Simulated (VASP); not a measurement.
Here is a VASP 6.6.1 calculation.

The input POSCAR:

```
ZrB2
1.0
    3.1052879646      0.0000000000      0.0000000000
   -1.5526439823      2.6892577443      0.0000000000
    0.0000000000      0.0000000000      3.4608777221
Zr B
1 2
Direct
    0.0000000000      0.0000000000      0.0000000000
    0.3333333333      0.6666666667      0.5000000000
    0.6666666667      0.3333333333      0.5000000000
```

INCAR.step1

```
  PREC = Accurate
  ENCUT = 520
  ISMEAR = -1
  SIGMA = 0.15
  LREAL = F
  LASPH = T
  NELM = 100
  NBANDS = 16
  GGA = PE
  ALGO = Normal
  EDIFF = 1E-4
  LWAVE = T
  LCHARG = F
```

The input INCAR.step2:

```
  PREC = Accurate
  ENCUT = 520
  EDIFF = 1E-6
  ISMEAR = -1
  SIGMA = 0.15
  LREAL = F
  LASPH = T
  NELM = 100
  ALGO = Normal
  ISIF = 2
  LWAVE = F
  LCHARG = T
  METAGGA = R2SCAN
  LMIXTAU = T
  IVDW = 12
  VDW_S6 = 1.0
  VDW_S8 = 0.78981345
  VDW_A1 = 0.49484001
  VDW_A2 = 5.73083694
  LELF = T
  LVHAR = T
  NBANDS = 16
  ISTART = 1
```

The input KPOINTS:

```
regular mesh
0
Gamma
  10 10 8
```

Potentials or basis: VASP PAW PBE potentials, release 64 (Zr_sv, B).

The run is started by

```console
$ cat potpaw_PBE.64/Zr_sv/POTCAR potpaw_PBE.64/B/POTCAR > POTCAR
$ cp INCAR.step1 INCAR
$ mpirun -np 1 vasp_std > vasp.out
$ cp INCAR.step2 INCAR
$ mpirun -np 1 vasp_std > vasp.out
```

**Question.** What does it give for the dispersion energy per atom?

**Answer.** -0.196 eV.

**Question.** Estimate the band gap on the k mesh.

**Answer.** Zero (bands 9 and 10 overlap by 0.92 eV).

**Question.** Estimate the pressure.

**Answer.** 14.9 GPa.

Stress tensor (GPa, compression positive):
```
14.60  0.00  0.00
 0.00 14.60  0.00
 0.00  0.00 15.46
```

Caveat: the cell stands under pressure; the PAW data sets were made with another functional, which shifts forces and pressure a little.
